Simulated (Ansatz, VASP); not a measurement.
# W in VASP and in Ansatz

```
CELL_PARAMETERS angstrom
0.25471 2.16501 2.16501
2.16501 0.25471 2.16501
2.16501 2.16501 0.25471
ATOMIC_POSITIONS crystal
W 0.00000 0.00000 0.00000
```

Alike in both runs: task single point; functional r2SCAN; k mesh 22 × 22 × 22; occupations gaussian, width 0.15 eV; no spin polarisation.

|  | VASP | Ansatz |
| --- | --- | --- |
| version | VASP 6.6.1 | Ansatz 0.2.0 |
| potentials or method | VASP PAW PBE potentials, release 64 (W_sv), cutoff 520 eV | scalar-relativistic, plane waves, PAW |
| valence electrons in the cell | 14 | 14 |

```csv
,VASP,Ansatz,Ansatz less VASP
gap on the k mesh at the Fermi level (eV),none,none,-
pressure (GPa),-0.2,-1.3,-1.11
"traceless stress, the component that is largest in VASP (GPa)",-13.13,-12.95,+0.179
```

VASP's potentials were made for PBE, not for r2SCAN. A gap of «none» marks a metal or a gap that the smearing closes.

Spin-orbit coupling is off throughout.
